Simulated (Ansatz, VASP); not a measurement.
NbAs in VASP and in Ansatz

```xyz
4
Lattice="-1.7201 1.7201 5.8205 1.7201 -1.7201 5.8205 1.7201 1.7201 -5.8205" Properties=species:S:1:pos:R:3 pbc="T T T"
Nb    0.0000    0.0000    8.7307
Nb    0.0000    1.7201    0.0000
As    0.0000    0.0000    1.9324
As    0.0000    1.7201    4.8426
```

Change from the starting cell: volume scaled by 0.99.

Alike in both runs: task single point; functional LDA; k mesh 15 × 15 × 15; occupations fermi-dirac, width 0.08 eV; no spin polarisation.

|  | VASP | Ansatz |
| --- | --- | --- |
| version | VASP 6.6.1 | Ansatz 0.2.0 |
| potentials or method | VASP PAW LDA potentials, release 64 (Nb_sv, As), cutoff 520 eV | all-electron LAPW, scalar-relativistic |

```csv
,VASP,Ansatz,Ansatz less VASP
pressure (GPa),-3.5,-3.9,-0.33
"traceless stress, the component that is largest in VASP (GPa)",0.83,0.89,+0.065
rms of the force components (eV/Å),0.167,0.164,-0.0023
```

LDA's correlation is that of Perdew and Zunger in VASP and of Perdew and Wang (1992) in Ansatz. Atom by atom the forces differ by 0.002 eV/Å (rms over components). Ansatz ran all-electron here, and VASP with PAW potentials.
